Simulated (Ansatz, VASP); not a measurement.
Two plane-wave programs on GaN

```xyz
4
Lattice="3.1826 0.0000 0.0000 -1.5913 2.7562 0.0000 0.0000 0.0000 5.1854" Properties=species:S:1:pos:R:3 pbc="T T T"
Ga    0.0000    1.8375   -0.0042
Ga    1.5913    0.9187    2.5885
N     0.0000    1.8375    1.9487
N     1.5913    0.9187    4.5414
```

Alike in both runs: functional PBEsol; k mesh 12 × 12 × 8; occupations gaussian, width 0.05 eV; no spin polarisation.

Ansatz relaxed the structure, and its values are those at the end. VASP's run is a single point on that final structure, the one shown.

|  | VASP | Ansatz |
| --- | --- | --- |
| version | VASP 6.6.1 | Ansatz 0.2.0 |
| potentials or method | VASP PAW PBE potentials, release 64 (Ga_d, N), cutoff 520 eV | scalar-relativistic, plane waves, PAW |
| valence electrons in the cell | 36 | 36 |

|  | VASP | Ansatz | Ansatz less VASP |
| --- | --- | --- | --- |
| gap on the k mesh at the Fermi level (eV) | 1.89 | 1.88 | -0.019 |
| least direct gap on the mesh (eV) | 1.89 | 1.88 | -0.019 |
| pressure (GPa) | -0.2 | 0.0 | +0.21 |

VASP's potentials were made for PBE, not for PBEsol. With one functional, cell and mesh, what is left measures potentials, basis and numerics.
